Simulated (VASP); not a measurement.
# AlAs (m.bA) (F-43m) in VASP: single point with PBE

Aim: the single point of AlAs (m.bA) with PBE.

All numbers are computed with VASP 6.6.1; they aren't measurements. Logs are shortened: lines on timing, memory, paths and dates and some standing lists are left out, and cuts for length are marked.

### 1 The cell of the first run

The structure is cubic, space group F-43m (No. 216). The conventional cell has a = 5.728 Å, b = 5.728 Å, c = 5.728 Å, α = 90.00°, β = 90.00°, γ = 90.00°. Al (site symmetry -43m) has 4 As at 2.48 Å within 3.3 Å. As (site symmetry -43m) has 4 Al at 2.48 Å within 3.3 Å.

### 2 Single point, PBE

INCAR reads:

```
SYSTEM = AlAs
ALGO = Normal
EDIFF = 1E-6
ENCUT = 500
GGA = PE
GGA_COMPAT = .FALSE.
ISIF = 2
ISMEAR = 0
LASPH = .TRUE.
LCHARG = .FALSE.
LREAL = .FALSE.
LWAVE = .FALSE.
NBANDS = 11
NELM = 120
PREC = Accurate
SIGMA = 0.02
```

KPOINTS reads:

```
k-points
0
G
  8 8 8
  0 0 0
```

POSCAR reads:

```
AlAs
1.0
    0.0000000000      2.8638562140      2.8638562140
    2.8638562140      0.0000000000      2.8638562140
    2.8638562140      2.8638562140      0.0000000000
Al As
1 1
Direct
    0.0000000000      0.0000000000      0.0000000000
    0.2500000000      0.2500000000      0.2500000000
```

Potentials or basis: VASP PAW PBE potentials, release 64 (Al, As).

Run with:

```bash
> cat potpaw_PBE.64/Al/POTCAR potpaw_PBE.64/As/POTCAR > POTCAR
> mpirun -np 1 vasp_std > vasp.out
```

OUTCAR:

```text
SYSTEM = AlAs
   EDIFF = 1E-6
   ENCUT = 500
   GGA = PE
   ISIF = 2
   ISMEAR = 0
   LASPH = .TRUE.
   LREAL = .FALSE.
   NELM = 120
   PREC = Accurate

 ion  position               nearest neighbor table
   1  0.000  0.000  0.000-   2 2.48   2 2.48   2 2.48   2 2.48
   2  0.250  0.250  0.250-   1 2.48   1 2.48   1 2.48   1 2.48

  LATTYP: Found a face centered cubic cell.
 ALAT       =     5.7277124280

  Lattice vectors:

 A1 = (   0.0000000000,   2.8638562140,   2.8638562140)
 A2 = (   2.8638562140,   0.0000000000,   2.8638562140)
 A3 = (   2.8638562140,   2.8638562140,   0.0000000000)

Analysis of symmetry for initial positions (statically):
=====================================================================
 Subroutine PRICEL returns:
 Original cell was already a primitive cell.

 Routine SETGRP: Setting up the symmetry group for a
 face centered cubic supercell.

 Subroutine GETGRP returns: Found 24 space group operations
 (whereof 24 operations were pure point group operations)
 out of a pool of 48 trial point group operations.

The static configuration has the point symmetry T_d .

Analysis of symmetry for dynamics (positions and initial velocities):
=====================================================================
 Subroutine PRICEL returns:
 Original cell was already a primitive cell.

 Routine SETGRP: Setting up the symmetry group for a
 face centered cubic supercell.

 Subroutine GETGRP returns: Found 24 space group operations
 (whereof 24 operations were pure point group operations)
 out of a pool of 48 trial point group operations.

The dynamic configuration has the point symmetry T_d .

 Subroutine INISYM returns: Found 24 space group operations
 (whereof 24 operations are pure point group operations),
 and found     1 'primitive' translations

----------------------------------------------------------------------------------------

                                     Primitive cell

  volume of cell :      46.9768

  direct lattice vectors                    reciprocal lattice vectors
     0.000000000  2.863856214  2.863856214    -0.174589771  0.174589771  0.174589771
     2.863856214  0.000000000  2.863856214     0.174589771 -0.174589771  0.174589771
     2.863856214  2.863856214  0.000000000     0.174589771  0.174589771 -0.174589771

  length of vectors
     4.050104299  4.050104299  4.050104299     0.302398354  0.302398354  0.302398354

  position of ions in fractional coordinates (direct lattice)
     0.000000000  0.000000000  0.000000000
     0.250000000  0.250000000  0.250000000

  ion indices of the primitive-cell ions
   primitive index   ion index
                 1           1
                 2           2

----------------------------------------------------------------------------------------

 KPOINTS: k-points

Automatic generation of k-mesh.
 Grid dimensions read from file:
 generate k-points for:    8    8    8

 Generating k-lattice:

  Cartesian coordinates                     Fractional coordinates (reciprocal lattice)
    -0.021823721  0.021823721  0.021823721     0.125000000  0.000000000  0.000000000
     0.021823721 -0.021823721  0.021823721     0.000000000  0.125000000  0.000000000
     0.021823721  0.021823721 -0.021823721     0.000000000  0.000000000  0.125000000

  Length of vectors
     0.037799794  0.037799794  0.037799794

  Shift w.r.t. Gamma in fractional coordinates (k-lattice)
     0.000000000  0.000000000  0.000000000

 Subroutine IBZKPT returns following result:
 ===========================================

 Found     29 irreducible k-points:

 Following reciprocal coordinates:
            Coordinates               Weight
  0.000000  0.000000  0.000000      1.000000
  0.125000  0.000000  0.000000      8.000000
  0.250000  0.000000  0.000000      8.000000
  0.375000  0.000000  0.000000      8.000000
  0.500000  0.000000  0.000000      4.000000
  0.125000  0.125000  0.000000      6.000000
[... 16 lines left out ...]
  0.500000  0.250000  0.125000     48.000000
 -0.375000  0.250000  0.125000     24.000000
 [... further k-points ...]
   k-points           NKPTS =     29   k-points in BZ     NKDIM =     29   number of bands    NBANDS=     11
   number of dos      NEDOS =    301   number of ions     NIONS =      2
   total plane-waves  NPLWV =  27000
   dimension x,y,z NGX =    30 NGY =   30 NGZ =   30
   dimension x,y,z NGXF=    60 NGYF=   60 NGZF=   60
   ions per type =               1   1
   NGX,Y,Z   is equivalent  to a cutoff of  12.31, 12.31, 12.31 a.u.
   NGXF,Y,Z  is equivalent  to a cutoff of  24.63, 24.63, 24.63 a.u.
 SYSTEM =  AlAs
   PREC   = accura    normal or accurate (medium, high low for compatibility)
   ISTART =      0    job   : 0-new  1-cont  2-samecut
   ICHARG =      2    charge: 1-file 2-atom 10-const
   ISPIN  =      1    spin polarized calculation?
   LNONCOLLINEAR =      F non collinear calculations
   LSORBIT =      F    spin-orbit coupling
   LASPH  =      T    aspherical Exc in radial PAW
   ENCUT  =  500.0 eV  36.75 Ry    6.06 a.u.   7.38  7.38  7.38*2*pi/ulx,y,z
   NELM   =    120;   NELMIN=  2; NELMDL= -5     # of ELM steps
   EDIFF  = 0.1E-05   stopping-criterion for ELM
   LREAL  =      F    real-space projection
   EDIFFG = 0.1E-04   stopping-criterion for IOM
   NSW    =      0    number of steps for IOM
   IBRION =     -1    ionic relax: 0-MD 1-quasi-New 2-CG
   NFREE  =      0    steps in history (QN), initial steepest desc. (CG)
   ISIF   =      2    stress and relaxation
   ISYM   =      2    0-nonsym 1-usesym 2-fastsym
   POTIM  = 0.5000    time-step for ionic-motion
   TEBEG  =    0.0;   TEEND  =   0.0 temperature during run
   PSTRESS=    0.0 pullay stress
   NELECT =       8.0000    total number of electrons
   NUPDOWN=      -1.0000    fix difference up-down
   EMIN   =  10.00;   EMAX   =-10.00  energy-range for DOS
   EFERMI =   0.00;   METHOD = LEGACY
   ISMEAR =     0;   SIGMA  =   0.02  broadening in eV -4-tet -1-fermi 0-gaus
   EFERMI_NEDOS =   21; number of points for ismear=-14 and -15
   IALGO  =     38    algorithm
   IMIX   =      4    mixing-type and parameters
     AMIX     =   0.40;   BMIX     =  1.00
     AMIX_MAG =   1.60;   BMIX_MAG =  1.00
  volume/ion in A,a.u.               =      23.49       158.51
  Fermi-wavevector in a.u.,A,eV,Ry     =   0.907424  1.714783 11.203288  0.823418
  Thomas-Fermi vector in A             =   2.031230
   LORBIT       =      0    0 simple, 1 ext, 2 COOP (PROOUT), +10 PAW based schemes
   GGA     = PE    functional components
   LHFCALC =     F    Hartree Fock is set to
   AEXX    =    0.0000 exact exchange contribution
   IVDW    =     0    specifies the selected vdW correction
   LEPSILON=     F    determine dielectric tensor
   LRPA    =     F    only Hartree local field effects (RPA)
 non-spin polarized calculation
 Gauss-broadening in eV      SIGMA  =   0.02
  energy-cutoff  :      500.00
  volume of cell :       46.98
 maximum number of plane-waves:      1243
 NGX is ok and might be reduce to    30
   NGX = 15   NGY = 15   NGZ = 15

 number of electron       7.9999999 magnetization

 Free energy of the ion-electron system (eV)
  ---------------------------------------------------
  ext. energy  EPLUGINS =         0.00000000
  ---------------------------------------------------
  free energy    TOTEN  =        -9.38797865 eV

  energy without entropy =       -9.38797865  energy(sigma->0) =       -9.38797865

 E-fermi :   3.6751     XC(G=0):  -8.9050

 val. band max:        3.5946390255   @ k =   0.0000   0.0000   0.0000
 cond. band min:       5.0889165942   @ k =   0.5000   0.5000   0.0000
 fundamental gap:      1.4942775688
 Fermi energy:         3.6751233777

 k-point     1 :       0.0000    0.0000    0.0000
  band No.  band energies     occupation
      1      -8.0765      2.00000
      2       3.5946      2.00000
      3       3.5946      2.00000
      4       3.5946      2.00000
      5       5.3780      0.00000
      6       7.8218      0.00000
      7       7.8218      0.00000
      8       7.8218      0.00000
      9      12.2778      0.00000
     10      12.5371      0.00000
     11      12.5371      0.00000

 k-point     2 :       0.1250    0.0000    0.0000
  band No.  band energies     occupation
      1      -7.9305      2.00000
      2       2.1701      2.00000
      3       3.4391      2.00000
      4       3.4391      2.00000
      5       6.1773      0.00000
      6       8.0948      0.00000
      7       8.0948      0.00000
      8       8.1794      0.00000
      9      11.9550      0.00000
     10      11.9550      0.00000
     11      12.9978      0.00000

 k-point     3 :       0.2500    0.0000    0.0000
  band No.  band energies     occupation
      1      -7.5268      2.00000
      2       0.2703      2.00000
      3       3.1309      2.00000
      4       3.1309      2.00000
      5       6.0627      0.00000
      6       8.4398      0.00000
      7       8.4398      0.00000
      8       9.8421      0.00000
      9      11.8450      0.00000
     10      11.8450      0.00000
     11      12.8858      0.00000

 k-point     4 :       0.3750    0.0000    0.0000
  band No.  band energies     occupation
      1      -7.0091      2.00000
      2      -1.2183      2.00000
      3       2.8839      2.00000
      4       2.8839      2.00000
      5       5.7338      0.00000
      6       8.3532      0.00000
      7       8.3532      0.00000
      8      11.1878      0.00000
      9      13.0882      0.00000
     10      13.0882      0.00000
     11      13.1120      0.00000
[... 239 lines left out ...]
 k-point    22 :       0.3750    0.2500    0.1250
  band No.  band energies     occupation
      1      -7.1899      2.00000
      2      -0.1164      2.00000
      3       1.7147      2.00000
      4       2.6510      2.00000
      5       7.1494      0.00000
      6       7.6970      0.00000
      7       8.8674      0.00000
      8       9.9916      0.00000
      9      11.6329      0.00000
     10      13.8713      0.00000
     11      15.3785      0.00000

 k-point    23 :       0.5000    0.2500    0.1250
  band No.  band energies     occupation
      1      -6.7257      2.00000
      2      -1.0858      2.00000
      3       1.1434      2.00000
      4       2.2861      2.00000
      5       7.2017      0.00000
      6       7.9805      0.00000
      7       9.2835      0.00000
      8      10.3451      0.00000
      9      12.7646      0.00000
     10      13.9693      0.00000
     11      15.5883      0.00000

 k-point    24 :      -0.3750    0.2500    0.1250
  band No.  band energies     occupation
      1      -6.4885      2.00000
      2      -1.5394      2.00000
      3       0.9925      2.00000
      4       2.1114      2.00000
      5       7.1752      0.00000
      6       7.8056      0.00000
      7      10.1341      0.00000
      8      11.0979      0.00000
      9      11.8140      0.00000
     10      14.4582      0.00000
     11      15.6793      0.00000

 [... further k-points ...]

------------------------ aborting loop because EDIFF is reached ----------------------------------------

  FORCE on cell =-STRESS in cart. coord.  units (eV):
  Direction    XX          YY          ZZ          XY          YZ          ZX
  --------------------------------------------------------------------------------------
  -------------------------------------------------------------------------------------
  Total        0.0534165      0.0534165      0.0534165      0.0000000      0.0000000     -0.0000000
  in kB        1.8218061      1.8218061      1.8218061      0.0000000      0.0000000     -0.0000000
  external PRESSURE =       1.8218061 kB  Pullay stress =       0.0000000 kB

 VOLUME and BASIS-vectors are now :
 -----------------------------------------------------------------------------
  energy-cutoff  :      500.00
  volume of cell :       46.98
      direct lattice vectors                 reciprocal lattice vectors
     0.000000000  2.863856214  2.863856214    -0.174589771  0.174589771  0.174589771
     2.863856214  0.000000000  2.863856214     0.174589771 -0.174589771  0.174589771
     2.863856214  2.863856214  0.000000000     0.174589771  0.174589771 -0.174589771

 POSITION                                       TOTAL-FORCE (eV/Angst)
 -----------------------------------------------------------------------------------
      0.00000      0.00000      0.00000         0.000000      0.000000      0.000000
      1.43193      1.43193      1.43193        -0.000000     -0.000000     -0.000000
 -----------------------------------------------------------------------------------
    total drift:                               -0.000000     -0.000000     -0.000000

  FREE ENERGIE OF THE ION-ELECTRON SYSTEM (eV)
  ---------------------------------------------------
  free  energy   TOTEN  =        -9.3879786505 eV

  energy  without entropy=       -9.3879786505  energy(sigma->0) =       -9.38797865
```

Wall time 32 s (1 thread of Intel Xeon 8259CL, shared host); peak memory 0.17 GiB.

What came out:

| Property | Result |
| --- | --- |
| Free energy | -9.3880 eV |
| Pressure | 0.2 GPa |
| Band gap on the k mesh | 1.49 eV, indirect (least direct gap 1.78 eV) |
